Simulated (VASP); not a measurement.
# Ta2Ga3 (P4/mmm) in VASP: notebook

Runs on Ta2Ga3. Level: PBE. Tasks: single point.

Everything below comes from runs of VASP 6.6.1. Logs are shortened: lines on timing, memory, paths and dates and some standing lists are left out, and cuts for length are marked.

### Step 1. The cell of the first run

Symmetry: P4/mmm, No. 123, tetragonal system. Conventional cell: a = 3.468 Å, b = 3.468 Å, c = 8.455 Å, α = 90.00°, β = 90.00°, γ = 90.00°. Ta (site symmetry 4mm) has 1 Ta at 2.24 Å and 4 Ga at 2.70 Å within 3.0 Å. Within 2.8 Å of Ga (site symmetry 4mm) lie 1 Ga at 2.09 Å. Within 3.6 Å of Ga (site symmetry 4/mmm) lie 8 Ta at 2.70 Å and 6 Ga at 3.18 to 3.47 Å.

The cell was built from a structure type or drawn by symmetry, and may not be a known phase.

### Step 2. Single point, PBE

Contents of INCAR:

```
PREC     = Accurate       # precision mode
ENCUT    = 520            # plane-wave cutoff, eV
EDIFF    = 1E-6           # SCF threshold, eV
ISMEAR   = 0              # smearing method
SIGMA    = 0.1            # smearing width, eV
LREAL    = False          # projectors in reciprocal space
LASPH    = True           # aspherical terms in the spheres
NELM     = 60             # most SCF steps
ALGO     = Fast           # electronic algorithm
ISIF     = 2              # what is computed and relaxed
LWAVE    = False          # write WAVECAR
LCHARG   = False          # write CHGCAR
GGA      = PE             # functional
NBANDS   = 38             # bands
```

Contents of KPOINTS:

```
regular mesh
0
Gamma
  6 6 2
```

Contents of POSCAR:

```
Ta2Ga3
1.0
    3.4682915700      0.0000000000      0.0000000000
    0.0000000000      3.4682915700      0.0000000000
    0.0000000000      0.0000000000      8.4549968800
Ta Ga
2 3
Direct
    0.0000000000      0.0000000000      0.3674804100
    0.0000000000      0.0000000000      0.6325195900
    0.5000000000      0.5000000000      0.1237355300
    0.5000000000      0.5000000000      0.8762644700
    0.5000000000      0.5000000000      0.5000000000
```

Potentials or basis: VASP PAW PBE potentials, release 64 (Ta_pv, Ga_d).

Started as:

```bash
cat potpaw_PBE.64/Ta_pv/POTCAR potpaw_PBE.64/Ga_d/POTCAR > POTCAR
mpirun -np 1 vasp_std > vasp.out
```

OUTCAR:

```text
PREC = Accurate
   ENCUT = 520
   EDIFF = 1E-6
   ISMEAR = 0
   LREAL = False
   LASPH = True
   NELM = 60
   ISIF = 2
   GGA = PE

 ion  position               nearest neighbor table
   1  0.000  0.000  0.367-   2 2.24   5 2.70   5 2.70   5 2.70   5 2.70   3 3.20   3 3.20   3 3.20
                             3 3.20
   2  0.000  0.000  0.633-   1 2.24   5 2.70   5 2.70   5 2.70   5 2.70   4 3.20   4 3.20   4 3.20
                             4 3.20
   3  0.500  0.500  0.124-   4 2.09   1 3.20   1 3.20   1 3.20   1 3.20
   4  0.500  0.500  0.876-   3 2.09   2 3.20   2 3.20   2 3.20   2 3.20
   5  0.500  0.500  0.500-   1 2.70   2 2.70   1 2.70   2 2.70   1 2.70   2 2.70   1 2.70   2 2.70

  LATTYP: Found a simple tetragonal cell.
 ALAT       =     3.4682915700
 C/A-ratio  =     2.4377987575

  Lattice vectors:

 A1 = (   3.4682915700,   0.0000000000,   0.0000000000)
 A2 = (   0.0000000000,   3.4682915700,   0.0000000000)
 A3 = (   0.0000000000,   0.0000000000,   8.4549968800)

Analysis of symmetry for initial positions (statically):
=====================================================================
 Subroutine PRICEL returns:
 Original cell was already a primitive cell.

 Routine SETGRP: Setting up the symmetry group for a
 simple tetragonal supercell.

 Subroutine GETGRP returns: Found 16 space group operations
 (whereof 16 operations were pure point group operations)
 out of a pool of 16 trial point group operations.

The static configuration has the point symmetry D_4h.

Analysis of symmetry for dynamics (positions and initial velocities):
=====================================================================
 Subroutine PRICEL returns:
 Original cell was already a primitive cell.

 Routine SETGRP: Setting up the symmetry group for a
 simple tetragonal supercell.

 Subroutine GETGRP returns: Found 16 space group operations
 (whereof 16 operations were pure point group operations)
 out of a pool of 16 trial point group operations.

The dynamic configuration has the point symmetry D_4h.

 Subroutine INISYM returns: Found 16 space group operations
 (whereof 16 operations are pure point group operations),
 and found     1 'primitive' translations

----------------------------------------------------------------------------------------

                                     Primitive cell

  volume of cell :     101.7055

  direct lattice vectors                    reciprocal lattice vectors
     3.468291570  0.000000000  0.000000000     0.288326394  0.000000000  0.000000000
     0.000000000  3.468291570  0.000000000     0.000000000  0.288326394  0.000000000
     0.000000000  0.000000000  8.454996880     0.000000000  0.000000000  0.118273255

  length of vectors
     3.468291570  3.468291570  8.454996880     0.288326394  0.288326394  0.118273255

  position of ions in fractional coordinates (direct lattice)
     0.000000000  0.000000000  0.367480410
     0.000000000  0.000000000  0.632519590
     0.500000000  0.500000000  0.123735530
     0.500000000  0.500000000  0.876264470
     0.500000000  0.500000000  0.500000000

  ion indices of the primitive-cell ions
   primitive index   ion index
                 1           1
                 2           2
                 3           3
                 4           4
                 5           5

----------------------------------------------------------------------------------------

 KPOINTS: regular mesh

Automatic generation of k-mesh.
 Grid dimensions read from file:
 generate k-points for:    6    6    2

 Generating k-lattice:

  Cartesian coordinates                     Fractional coordinates (reciprocal lattice)
     0.048054399  0.000000000  0.000000000     0.166666667  0.000000000  0.000000000
     0.000000000  0.048054399  0.000000000     0.000000000  0.166666667  0.000000000
     0.000000000  0.000000000  0.059136627     0.000000000  0.000000000  0.500000000

  Length of vectors
     0.048054399  0.048054399  0.059136627

  Shift w.r.t. Gamma in fractional coordinates (k-lattice)
     0.000000000  0.000000000  0.000000000

 Subroutine IBZKPT returns following result:
 ===========================================

 Found     20 irreducible k-points:

 Following reciprocal coordinates:
            Coordinates               Weight
  0.000000  0.000000  0.000000      1.000000
  0.166667  0.000000  0.000000      4.000000
  0.333333  0.000000  0.000000      4.000000
  0.500000  0.000000  0.000000      2.000000
  0.166667  0.166667  0.000000      4.000000
  0.333333  0.166667  0.000000      8.000000
[... 12 lines left out ...]
  0.500000  0.333333  0.500000      4.000000
  0.500000  0.500000  0.500000      1.000000
   k-points           NKPTS =     20   k-points in BZ     NKDIM =     20   number of bands    NBANDS=     38
   number of dos      NEDOS =    301   number of ions     NIONS =      5
   total plane-waves  NPLWV =  50176
   dimension x,y,z NGX =    28 NGY =   28 NGZ =   64
   dimension x,y,z NGXF=    56 NGYF=   56 NGZF=  128
   ions per type =               2   3
   NGX,Y,Z   is equivalent  to a cutoff of  13.42, 13.42, 12.58 a.u.
   NGXF,Y,Z  is equivalent  to a cutoff of  26.84, 26.84, 25.17 a.u.
 SYSTEM =  unknown system
   PREC   = accura    normal or accurate (medium, high low for compatibility)
   ISTART =      0    job   : 0-new  1-cont  2-samecut
   ICHARG =      2    charge: 1-file 2-atom 10-const
   ISPIN  =      1    spin polarized calculation?
   LNONCOLLINEAR =      F non collinear calculations
   LSORBIT =      F    spin-orbit coupling
   LASPH  =      T    aspherical Exc in radial PAW
   ENCUT  =  520.0 eV  38.22 Ry    6.18 a.u.   6.45  6.45 15.72*2*pi/ulx,y,z
   NELM   =     60;   NELMIN=  2; NELMDL= -5     # of ELM steps
   EDIFF  = 0.1E-05   stopping-criterion for ELM
   LREAL  =      F    real-space projection
   EDIFFG = 0.1E-04   stopping-criterion for IOM
   NSW    =      0    number of steps for IOM
   IBRION =     -1    ionic relax: 0-MD 1-quasi-New 2-CG
   NFREE  =      0    steps in history (QN), initial steepest desc. (CG)
   ISIF   =      2    stress and relaxation
   ISYM   =      2    0-nonsym 1-usesym 2-fastsym
   POTIM  = 0.5000    time-step for ionic-motion
   TEBEG  =    0.0;   TEEND  =   0.0 temperature during run
   PSTRESS=    0.0 pullay stress
   NELECT =      61.0000    total number of electrons
   NUPDOWN=      -1.0000    fix difference up-down
   EMIN   =  10.00;   EMAX   =-10.00  energy-range for DOS
   EFERMI =   0.00;   METHOD = LEGACY
   ISMEAR =     0;   SIGMA  =   0.10  broadening in eV -4-tet -1-fermi 0-gaus
   EFERMI_NEDOS =   21; number of points for ismear=-14 and -15
   IALGO  =     68    algorithm
   IMIX   =      4    mixing-type and parameters
     AMIX     =   0.40;   BMIX     =  1.00
     AMIX_MAG =   1.60;   BMIX_MAG =  1.00
  volume/ion in A,a.u.               =      20.34       137.27
  Fermi-wavevector in a.u.,A,eV,Ry     =   1.380606  2.608968 25.933713  1.906074
  Thomas-Fermi vector in A             =   2.505468
   LORBIT       =      0    0 simple, 1 ext, 2 COOP (PROOUT), +10 PAW based schemes
   GGA     = PE    functional components
   LHFCALC =     F    Hartree Fock is set to
   AEXX    =    0.0000 exact exchange contribution
   IVDW    =     0    specifies the selected vdW correction
   LEPSILON=     F    determine dielectric tensor
   LRPA    =     F    only Hartree local field effects (RPA)
 non-spin polarized calculation
 RMM-DIIS sequential band-by-band and
 Gauss-broadening in eV      SIGMA  =   0.10
  energy-cutoff  :      520.00
  volume of cell :      101.71
 maximum number of plane-waves:      2784
 NGX is ok and might be reduce to    28
   NGX = 13   NGY = 13   NGZ = 31

 number of electron      60.9999959 magnetization

 Free energy of the ion-electron system (eV)
  ---------------------------------------------------
  ext. energy  EPLUGINS =         0.00000000
  ---------------------------------------------------
  free energy    TOTEN  =       -28.92902651 eV

  energy without entropy =      -28.91702061  energy(sigma->0) =      -28.92302356

 E-fermi :   4.6677     XC(G=0): -10.9716

 val. band max:        4.6288514073   @ k =   0.3333   0.0000   0.0000
 cond. band min:       4.6990593256   @ k =   0.1667   0.1667   0.0000
 fundamental gap:      0.0702079183
 Fermi energy:         4.6676788864

 k-point     1 :       0.0000    0.0000    0.0000
  band No.  band energies     occupation
      1     -30.7849      2.00000
      2     -29.5842      2.00000
      3     -29.5842      2.00000
      4     -29.1871      2.00000
      5     -29.1871      2.00000
      6     -28.0673      2.00000
[... 30 lines left out ...]
     37       8.1178      0.00000
     38      10.5743      0.00000

 k-point     2 :       0.1667    0.0000    0.0000
  band No.  band energies     occupation
      1     -30.7806      2.00000
      2     -29.6207      2.00000
      3     -29.5816      2.00000
      4     -29.2161      2.00000
      5     -29.1842      2.00000
      6     -28.0650      2.00000
[... 30 lines left out ...]
     37       8.4766      0.00000
     38       8.8238      0.00000

 k-point     3 :       0.3333    0.0000    0.0000
  band No.  band energies     occupation
      1     -30.7719      2.00000
      2     -29.6930      2.00000
      3     -29.5763      2.00000
      4     -29.2737      2.00000
      5     -29.1785      2.00000
      6     -28.0606      2.00000
[... 30 lines left out ...]
     37       8.9349      0.00000
     38       9.4131      0.00000

 k-point     4 :       0.5000    0.0000    0.0000
  band No.  band energies     occupation
      1     -30.7676      2.00000
      2     -29.7288      2.00000
      3     -29.5737      2.00000
      4     -29.3023      2.00000
      5     -29.1756      2.00000
      6     -28.0584      2.00000
[... 30 lines left out ...]
     37       9.1970      0.00000
     38       9.3632      0.00000
[... 539 lines left out ...]
      4     -29.2651      2.00000
      5     -29.2647      2.00000
      6     -28.0539      2.00000
[... 30 lines left out ...]
     37       8.1039      0.00000
     38       8.9670      0.00000

 k-point    19 :       0.5000    0.3333    0.5000
  band No.  band energies     occupation
      1     -30.7574      2.00000
      2     -29.7128      2.00000
      3     -29.6744      2.00000
      4     -29.2934      2.00000
      5     -29.2620      2.00000
      6     -28.0517      2.00000
[... 30 lines left out ...]
     37       8.1111      0.00000
     38       9.0591      0.00000

 k-point    20 :       0.5000    0.5000    0.5000
  band No.  band energies     occupation
      1     -30.7540      2.00000
      2     -29.7075      2.00000
      3     -29.7075      2.00000
      4     -29.2904      2.00000
      5     -29.2904      2.00000
      6     -28.0495      2.00000
[... 30 lines left out ...]
     37       8.1144      0.00000
     38       8.9826      0.00000

------------------------ aborting loop because EDIFF is reached ----------------------------------------

  FORCE on cell =-STRESS in cart. coord.  units (eV):
  Direction    XX          YY          ZZ          XY          YZ          ZX
  --------------------------------------------------------------------------------------
  -------------------------------------------------------------------------------------
  Total       -2.7173915     -2.7173915     17.8748590      0.0000000      0.0000000      0.0000000
  in kB      -42.8073301    -42.8073301    281.5843767      0.0000000      0.0000000      0.0000000
  external PRESSURE =      65.3232388 kB  Pullay stress =       0.0000000 kB

 VOLUME and BASIS-vectors are now :
 -----------------------------------------------------------------------------
  energy-cutoff  :      520.00
  volume of cell :      101.71
      direct lattice vectors                 reciprocal lattice vectors
     3.468291570  0.000000000  0.000000000     0.288326394  0.000000000  0.000000000
     0.000000000  3.468291570  0.000000000     0.000000000  0.288326394  0.000000000
     0.000000000  0.000000000  8.454996880     0.000000000  0.000000000  0.118273255

 POSITION                                       TOTAL-FORCE (eV/Angst)
 -----------------------------------------------------------------------------------
      0.00000      0.00000      3.10705         0.000000     -0.000000     -7.397519
      0.00000      0.00000      5.34795        -0.000000     -0.000000      7.397519
      1.73415      1.73415      1.04618         0.000000      0.000000      6.258869
      1.73415      1.73415      7.40881         0.000000     -0.000000     -6.258869
      1.73415      1.73415      4.22750         0.000000     -0.000000      0.000000
 -----------------------------------------------------------------------------------
    total drift:                                0.000000      0.000000      0.000000

  FREE ENERGIE OF THE ION-ELECTRON SYSTEM (eV)
  ---------------------------------------------------
  free  energy   TOTEN  =       -28.9290265051 eV

  energy  without entropy=      -28.9170206099  energy(sigma->0) =      -28.92302356
```

Wall time 85 s (1 thread of Intel Xeon Platinum 8375C at 2.90GHz (Ice Lake), shared host); peak memory 0.25 GiB.

Results:

```
Free energy            : -28.9290 eV
Pressure               : 6.5 GPa
Largest force          : 7.398 eV/Å
Band gap on the k mesh : zero (an odd number of electrons rules out a gap without spin polarisation)
```

Forces on the atoms (eV/Å):
```
Ta   0.000  0.000 -7.398
Ta   0.000  0.000  7.398
Ga   0.000  0.000  6.259
Ga   0.000  0.000 -6.259
Ga   0.000  0.000  0.000
```

Levels at points of the mesh, in eV from the Fermi level:
```tsv
k point	band 27	band 28	band 29	band 30	band 31	band 32	band 33	band 34
(0.00, 0.00, 0.00)	-1.43	-1.43	-1.18	-0.42	-0.23	1.71	2.92	2.92
(0.50, 0.00, 0.00)	-2.06	-2.00	-1.43	-0.45	-0.23	1.09	1.45	1.50
(0.50, 0.50, 0.00)	-1.84	-1.84	-1.21	-0.19	-0.19	0.96	2.17	2.47
(0.00, 0.00, 0.50)	-1.41	-1.41	-0.70	-0.23	1.27	1.71	2.47	2.47
(0.50, 0.00, 0.50)	-2.03	-1.47	-1.42	-0.45	-0.37	1.10	1.36	1.83
(0.50, 0.50, 0.50)	-1.83	-1.83	-1.12	-1.10	-0.48	-0.48	2.29	3.23
```

Caveat: the k points lie up to 0.37 Å⁻¹ apart, too coarse for converged energies and pressures of a metal; spin-orbit coupling is left out, which moves the levels of the heavy elements; forces of over 1 eV/Å act on the atoms, so gaps and moduli don't describe the material at rest.

### Step 3. Single point, PBE

This run uses another cell than the first one, of 18.84 Å³/atom.

Contents of INCAR:

```
PREC = Accurate
ENCUT = 520
EDIFF = 1E-6
ISMEAR = 0
SIGMA = 0.1
LREAL = F
LASPH = T
NELM = 80
ALGO = Fast
ISIF = 2
LWAVE = F
LCHARG = F
GGA = PE
NBANDS = 38
```

Contents of KPOINTS:

```
Automatic mesh
0
Gamma
  12 12 6
```

Contents of POSCAR:

```
Ta2Ga3
1.0
    3.3713338519      0.0000000000      0.0000000000
    0.0000000000      3.3713338519      0.0000000000
    0.0000000000      0.0000000000      8.2892274780
Ta Ga
2 3
Direct
    0.0000000000      0.0000000000      0.3371295141
    0.0000000000      0.0000000000      0.6628704859
    0.5000000000      0.5000000000      0.1556418944
    0.5000000000      0.5000000000      0.8443581056
    0.5000000000      0.5000000000      0.5000000000
```

Potentials or basis: VASP PAW PBE potentials, release 64 (Ta_pv, Ga_d).

Started as:

```bash
cat potpaw_PBE.64/Ta_pv/POTCAR potpaw_PBE.64/Ga_d/POTCAR > POTCAR
mpirun -np 1 vasp_std > vasp.out
```

OUTCAR:

```text
PREC = Accurate
   ENCUT = 520
   EDIFF = 1E-6
   ISMEAR = 0
   LREAL = F
   LASPH = T
   NELM = 80
   ISIF = 2
   GGA = PE

 ion  position               nearest neighbor table
   1  0.000  0.000  0.337-   2 2.70   5 2.74   5 2.74   5 2.74   5 2.74   3 2.82   3 2.82   3 2.82
                             3 2.82
   2  0.000  0.000  0.663-   1 2.70   5 2.74   5 2.74   5 2.74   5 2.74   4 2.82   4 2.82   4 2.82
                             4 2.82
   3  0.500  0.500  0.156-   4 2.58   1 2.82   1 2.82   1 2.82   1 2.82   5 2.85
[... 1194 lines left out ...]
  -------------------------------------------------------------------------------------
  Total        0.1274873      0.1274873      0.0989264      0.0000000      0.0000000      0.0000000
  in kB        2.1680033      2.1680033      1.6823068      0.0000000      0.0000000      0.0000000
  external PRESSURE =       2.0061045 kB  Pullay stress =       0.0000000 kB

 VOLUME and BASIS-vectors are now :
 -----------------------------------------------------------------------------
  energy-cutoff  :      520.00
  volume of cell :       94.21
      direct lattice vectors                 reciprocal lattice vectors
     3.371333852  0.000000000  0.000000000     0.296618503  0.000000000  0.000000000
     0.000000000  3.371333852  0.000000000     0.000000000  0.296618503  0.000000000
     0.000000000  0.000000000  8.289227478     0.000000000  0.000000000  0.120638504

 POSITION                                       TOTAL-FORCE (eV/Angst)
 -----------------------------------------------------------------------------------
      0.00000      0.00000      2.79454         0.000000     -0.000000     -0.005627
      0.00000      0.00000      5.49468         0.000000     -0.000000      0.005627
      1.68567      1.68567      1.29015         0.000000     -0.000000     -0.004266
      1.68567      1.68567      6.99908         0.000000      0.000000      0.004266
      1.68567      1.68567      4.14461         0.000000      0.000000     -0.000000
 -----------------------------------------------------------------------------------
    total drift:                                0.000000      0.000000      0.000000

  FREE ENERGIE OF THE ION-ELECTRON SYSTEM (eV)
  ---------------------------------------------------
  free  energy   TOTEN  =       -31.9289264662 eV

  energy  without entropy=      -31.9200744437  energy(sigma->0) =      -31.92450045
```

stdout:

```text
POSCAR found type information on POSCAR TaGa
 POSCAR found :  2 types and       5 ions
 scaLAPACK will be used
 LDA part: xc-table for (Slater+PW92), standard interpolation
 POSCAR, INCAR and KPOINTS ok, starting setup
 FFT: planning ... GRIDC
 FFT: planning ... GRID_SOFT
 FFT: planning ... GRID
 WAVECAR not read
 entering main loop
```

Wall time 6.8 min (1 thread of Intel Xeon Platinum 8375C at 2.90GHz (Ice Lake), shared host); peak memory 0.45 GiB.

What came out:

| Property | Result |
| --- | --- |
| Free energy | -31.9289 eV |
| Pressure | 0.2 GPa |
| Largest force | 0.006 eV/Å |
| Band gap on the k mesh | zero (an odd number of electrons rules out a gap without spin polarisation) |

Forces on the atoms (eV/Å):
```
Ta   0.000  0.000 -0.006
Ta   0.000  0.000  0.006
Ga   0.000  0.000 -0.004
Ga   0.000  0.000  0.004
Ga   0.000  0.000  0.000
```

Caveat: spin-orbit coupling is left out, which moves the levels of the heavy elements.
